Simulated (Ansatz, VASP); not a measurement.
## Two plane-wave programs on Al2Cu3

```
CELL_PARAMETERS angstrom
2.72362 0.00000 0.00000
-1.36181 2.35873 0.00000
0.00000 0.00000 21.65790
ATOMIC_POSITIONS crystal
Al 0.66667 0.33333 0.70000
Al 0.66667 0.33333 0.90000
Al 0.66667 0.33333 0.10000
Al 0.66667 0.33333 0.30000
Cu 0.33333 0.66667 0.60000
Cu 0.33333 0.66667 0.80000
Cu 0.33333 0.66667 0.00000
Cu 0.33333 0.66667 0.20000
Cu 0.33333 0.66667 0.40000
Cu 0.66667 0.33333 0.50000
```

Alike in both runs: task single point; functional PBE; k mesh 6 × 6 × 1; occupations gaussian, width 0.1 eV; no spin polarisation.

|  | VASP | Ansatz |
| --- | --- | --- |
| version | VASP 6.6.1 | Ansatz 0.2.0 |
| potentials or method | VASP PAW PBE potentials, release 64 (Al, Cu), cutoff 520 eV | scalar-relativistic, plane waves, PAW |
| valence electrons in the cell | 78 | 126 |

```csv
,VASP,Ansatz,Ansatz less VASP
gap on the k mesh at the Fermi level (eV),none,none,-
pressure (GPa),-4.6,-4.9,-0.32
"traceless stress, the component that is largest in VASP (GPa)",-7.68,-7.84,-0.163
rms of the force components (eV/Å),0.039,0.041,+0.0019
```

Atom by atom the forces differ by 0.002 eV/Å (rms over components). A gap of «none» marks a metal or a gap that the smearing closes. The functional is the same, so the differences come from potentials, cutoffs and numerics. VASP's potentials hold 78 valence electrons a cell and Ansatz's 126, so a difference there can come from the potentials and not from the codes.

The k mesh is coarse, so the values compare programs but aren't converged.
